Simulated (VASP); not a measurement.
Input of a VASP 6.6.1 run:

The input INCAR:

```
SYSTEM = Lu
PREC = Accurate
ENCUT = 520
EDIFF = 1E-6
ISMEAR = 0
SIGMA = 0.05
LREAL = .FALSE.
LASPH = .TRUE.
NELM = 100
ALGO = Normal
ISIF = 2
LWAVE = .FALSE.
LCHARG = .FALSE.
GGA = PE
NBANDS = 18
```

Contents of KPOINTS:

```
Automatic mesh
0
G
  8 8 8
  0 0 0
```

POSCAR

```
Lu
1.0
   -1.9504305427      1.9504305427      1.9504305427
    1.9504305427     -1.9504305427      1.9504305427
    1.9504305427      1.9504305427     -1.9504305427
Lu
1
Direct
    0.0000000000      0.0000000000      0.0000000000
```

Potentials or basis: VASP PAW PBE potentials, release 64 (Lu).

The run is started by

```bash
$ cat potpaw_PBE.64/Lu/POTCAR > POTCAR
$ mpirun -np 1 vasp_std > vasp.out
```

(1) Predict the pressure.

(2) Estimate the band gap on the k mesh.

## Answers

(1) -0.2 GPa.

(2) zero (an odd number of electrons rules out a gap without spin polarisation).

Caveat: spin-orbit coupling is left out, which moves the levels of the heavy elements.
